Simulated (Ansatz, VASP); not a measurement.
# One calculation of CdS, two programs

```
CELL_PARAMETERS angstrom
4.05039 0.00000 0.00000
-2.02520 3.50774 0.00000
0.00000 0.00000 6.61123
ATOMIC_POSITIONS crystal
Cd 0.33333 0.66667 0.00000
Cd 0.66667 0.33333 0.50000
S 0.33333 0.66667 0.38500
S 0.66667 0.33333 0.88500
```

Change from the starting cell: volume scaled by 0.94, PAW files.

Alike in both runs: task electric field gradients; functional LDA; k mesh 8 × 8 × 4; occupations fermi-dirac, width 0.02 eV; no spin polarisation.

|  | VASP | Ansatz |
| --- | --- | --- |
| version | VASP 6.6.1 | Ansatz 0.2.0 |
| potentials or method | VASP PAW LDA potentials, release 64 (Cd, S) | PAW with Ansatz's default frozen-core files, scalar-relativistic |
| plane-wave cutoff (eV) | 520 | 420 |
| valence electrons in the cell | 36 | 52 |

```csv
,VASP,Ansatz,Ansatz less VASP
gap on the k mesh at the Fermi level (eV),1.11,1.08,-0.031
pressure (GPa),1.8,1.2,-0.60
"traceless stress, the component that is largest in VASP (GPa)",-1.89,-1.80,+0.092
rms of the force components (eV/Å),0.182,0.174,-0.0078
size of Vzz on the site where it differs most (V/Å²),38.9,33.0,-5.94
```

LDA's correlation is that of Perdew and Zunger in VASP and of Perdew and Wang (1992) in Ansatz. Atom by atom the forces differ by 0.008 eV/Å (rms over components). VASP's potentials hold 36 valence electrons a cell and Ansatz's 52, so a difference there can come from the potentials and not from the codes.
